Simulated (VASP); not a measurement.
# Ta2B2O: relaxation of cell and atoms with PBE

Crystal: Ta2B2O.

```xyz
5
Lattice="3.5915 0.0000 0.0000 -1.7958 3.1103 0.0000 0.0000 0.0000 6.0949" Properties=species:S:1:pos:R:3 pbc="T T T"
Ta    0.0000    0.0000    0.0000
Ta    0.0000    2.0736    3.0474
B     0.0000    2.0736    0.8227
B     0.0000    2.0736    5.2722
O     0.0000    0.0000    3.0474
```

```
Program                : VASP 6.6.1
Task                   : relaxation of cell and atoms
Functional             : PBE
Potentials or basis    : VASP PAW PBE potentials, release 64 (Ta_pv, B, O)
Cutoff                 : 600 eV
k mesh                 : 12 × 12 × 6
Occupations            : gaussian, width 0.1 eV
Spin                   : no spin polarisation
Dipole correction      : no
Further INCAR settings : ALGO = Normal; EDIFF = 1e-07; IBRION = 2; EDIFFG = -0.01; NSW = 100; ISIF = 3
```

```yaml
Relaxed_volume: 13.64 Å³/atom
Relaxed_cell: a = 3.597 Å, b = 3.597 Å, c = 6.087 Å, α = 90.00°, β = 90.00°, γ = 120.00°
Space_group_after_relaxing_to_0.05_Å: P-6m2 (No. 187)
Energy_gained_by_relaxing: 0.3 meV/atom
Ionic_steps: 4
Pressure_after_relaxing: 0.1 GPa
Largest_force_after_relaxing: 0.007 eV/Å
Band_gap_on_the_k_mesh: zero (band 17 reaches 5.06 eV, above the bottom of band 18 at 4.78 eV)
```

Forces in eV/Å, atoms in the order of the input:
```
Ta   0.000  0.000  0.000
Ta   0.000  0.000  0.000
B    0.000  0.000 -0.007
B    0.000  0.000  0.007
O    0.000  0.000  0.000
```

Step by step:
```tsv
step	energy change (eV)	largest force (eV/Å)	pressure (GPa)	volume (Å³)
1	0.0000	0.2114	0.61	68.08
2	0.0012	0.2643	-1.06	68.60
3	-0.0016	0.0041	-0.12	68.30
4	-0.0017	0.0070	0.07	68.22
```

Final structure:
```
CELL_PARAMETERS angstrom
3.59747 0.00000 0.00000
-1.79873 3.11550 0.00000
0.00000 0.00000 6.08680
ATOMIC_POSITIONS crystal
Ta 0.00000 0.00000 0.00000
Ta 0.33333 0.66667 0.50000
B 0.33333 0.66667 0.13575
B 0.33333 0.66667 0.86425
O 0.00000 0.00000 0.50000
```

Levels at points of the mesh, in eV from the Fermi level:
```
           k point  band 13  band 14  band 15  band 16  band 17  band 18  band 19  band 20  band 21
(0.00, 0.00, 0.00)    -3.77    -3.77    -2.92    -1.08    -1.08     0.14     1.40     1.40     2.41
(0.50, 0.00, 0.00)    -4.60    -3.94    -2.23    -1.34    -0.52    -0.23     0.48     1.40     1.66
(0.00, 0.00, 0.50)    -3.93    -3.93    -1.61    -0.14    -0.14     0.21     0.71     0.71     3.71
(0.50, 0.00, 0.50)    -4.11    -2.10    -1.44    -1.31    -0.99     0.08     0.87     0.94     1.62
```

Run time: 3.8 min on 1 thread of Intel(R) Xeon(R) 6975P-C (Granite Rapids), with other jobs on the host, peak memory 0.29 GiB.

Caveat: spin-orbit coupling is left out, which moves the levels of the heavy elements.
